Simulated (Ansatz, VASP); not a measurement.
Two plane-wave programs on GaSb

Contents of POSCAR:

```
GaSb
1.0
    0.0000000000      3.1581329281      3.0661484739
    3.1581329281      0.0000000000      3.0661484739
    3.1581329281      3.1581329281      0.0000000000
Ga Sb
1 1
Direct
    0.0000000000      0.0000000000      0.0000000000
    0.7500000000      0.7500000000      0.7500000000
```

The input INCAR.step1:

```
PREC = Accurate
ENCUT = 520
ISMEAR = 0
SIGMA = 0.05
LREAL = F
LASPH = T
NELM = 100
NBANDS = 16
GGA = PE
ALGO = Normal
EDIFF = 1E-4
LWAVE = T
LCHARG = F
```

The input INCAR.step2:

```
PREC = Accurate
ENCUT = 520
EDIFF = 1E-7
ISMEAR = 0
SIGMA = 0.05
LREAL = F
LASPH = T
NELM = 100
ALGO = Normal
ISIF = 2
LWAVE = F
LCHARG = F
METAGGA = R2SCAN
LMIXTAU = T
NBANDS = 16
ISTART = 1
```

KPOINTS

```
regular mesh
0
Gamma
  10 10 10
```

Input for Ansatz:

```yaml
crystal:
  lattice:
    - [0.0, 3.1581329281, 3.0661484739]
    - [3.1581329281, 0.0, 3.0661484739]
    - [3.1581329281, 3.1581329281, 0.0]
  atoms:
    - { symbol: Ga, position: [0.0, 0.0, 0.0] }
    - { symbol: Sb, position: [0.75, 0.75, 0.75] }
basis:
  ecutwfc: 500
kpoints:
  mp_grid: { grid: [10, 10, 10] }
hamiltonian:
  xc: r2scan
scf:
  occupations: { method: gaussian, width: 0.05 }
output:
  forces: true
  stress: true
  eigenvalues: true
```

Change from the starting cell: strain +0.0300 x Voigt [1, 1, 0, 0, 0, 0], atoms carried along.

Alike in both runs: task single point; functional r2SCAN; k mesh 10 × 10 × 10; occupations gaussian, width 0.05 eV; no spin polarisation.

```csv
,VASP,Ansatz
version,VASP 6.6.1,Ansatz 0.2.0
potentials or method,"VASP PAW PBE potentials, release 64 (Ga_d, Sb), cutoff 520 eV","scalar-relativistic, plane waves, PAW"
valence electrons in the cell,18,28
```

VASP gave:

```
gap on the k mesh at the Fermi level (eV)                     : 0.16
least direct gap on the mesh (eV)                             : 0.16
pressure (GPa)                                                : -2.6
traceless stress, the component that is largest in VASP (GPa) : 0.87
```

Problem. Which values does Ansatz return?

Solution. gap on the k mesh at the Fermi level (eV): 0.14; least direct gap on the mesh (eV): 0.14; pressure (GPa): -2.7; traceless stress, the component that is largest in VASP (GPa): 0.88.

VASP's potentials were made for PBE, not for r2SCAN. The functional is the same, so the differences come from potentials, cutoffs and numerics. VASP's potentials hold 18 valence electrons a cell and Ansatz's 28, so a difference there can come from the potentials and not from the codes.

Spin-orbit coupling is off throughout.
